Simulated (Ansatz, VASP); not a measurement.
**One calculation of Mg6F, two programs**

File INCAR:

```
PREC     = Accurate       # precision mode
ENCUT    = 520            # plane-wave cutoff, eV
EDIFF    = 1E-6           # SCF threshold, eV
ISMEAR   = 0              # smearing method
SIGMA    = 0.1            # smearing width, eV
LREAL    = False          # projectors in reciprocal space
LASPH    = True           # aspherical terms in the spheres
NELM     = 100            # most SCF steps
ALGO     = Normal         # electronic algorithm
ISIF     = 2              # what is computed and relaxed
LWAVE    = False          # write WAVECAR
LCHARG   = True           # write CHGCAR
LDIPOL   = True         
IDIPOL   = 3            
DIPOL    = 0.5 0.5 0.315
GGA      = PE             # functional
LELF     = True           # ELF
LVHAR    = True         
LVACPOTAV= True         
NBANDS   = 18             # bands
```

The input KPOINTS:

```
Automatic mesh
0
Gamma
  9 4 1
```

File POSCAR:

```
Mg6F
1.0
    3.2034417932      0.0000000000      0.0000000000
   -1.6017208966      7.8153198520      0.0000000000
    0.0000000000      0.0000000000     20.9851131634
Mg F
6 1
Direct
    0.8493879956      0.6987759913      0.1906113143
    0.5210014932      0.0420029864      0.2197581863
    0.1926149907      0.3852299814      0.2489050583
    0.3710660944      0.7414803149      0.3283003664
    0.0426232582      0.0834482649      0.3542380799
    0.7128162912      0.4251093731      0.3805132287
    0.7128162912      1.1751093731      0.4820137535
```

Input for Ansatz:

```yaml
crystal:
  lattice:
    - [3.2034417932, 0.0, 0.0]
    - [-1.6017208966, 7.815319852, 0.0]
    - [0.0, 0.0, 20.9851131634]
  atoms:
    - { symbol: Mg, position: [0.8493879956, 0.6987759913, 0.1906113143] }
    - { symbol: Mg, position: [0.5210014932, 0.0420029864, 0.2197581863] }
    - { symbol: Mg, position: [0.1926149907, 0.3852299814, 0.2489050583] }
    - { symbol: Mg, position: [0.3710660944, 0.7414803149, 0.3283003664] }
    - { symbol: Mg, position: [0.0426232582, 0.0834482649, 0.3542380799] }
    - { symbol: Mg, position: [0.7128162912, 0.4251093731, 0.3805132287] }
    - { symbol: F, position: [0.7128162912, 1.1751093731, 0.4820137535] }
basis:
  ecutwfc: 420
kpoints:
  mp_grid: { grid: [9, 4, 1] }
hamiltonian:
  xc: pbe
scf:
  occupations: { method: gaussian, width: 0.1 }
output:
  forces: true
  eigenvalues: true
  write_density: true
  write_potential: true
  elf: true
  volumetric_format: npy
efield:
  axis: 3
  dipole_correction: true
  ramp_width: 0.04
```

Alike in both runs: task single point; functional PBE; k mesh 9 × 4 × 1; occupations gaussian, width 0.1 eV; no spin polarisation.

|  | VASP | Ansatz |
| --- | --- | --- |
| version | VASP 6.6.1 | Ansatz 0.2.0 |
| potentials or method | VASP PAW PBE potentials, release 64 (Mg, F), cutoff 520 eV | scalar-relativistic, plane waves, PAW |
| valence electrons in the cell | 19 | 67 |

```tsv
	VASP	Ansatz	Ansatz less VASP
gap on the k mesh at the Fermi level (eV)	none	none	-
rms of the force components (eV/Å)	0.663	0.666	+0.0027
work function, face that differs most (eV)	7.83	7.83	-0.003
```

Atom by atom the forces differ by 0.004 eV/Å (rms over components). A gap of «none» marks a metal or a gap that the smearing closes. VASP's potentials hold 19 valence electrons a cell and Ansatz's 67, so a difference there can come from the potentials and not from the codes. Ansatz's warnings: xc potential rough in thin density.
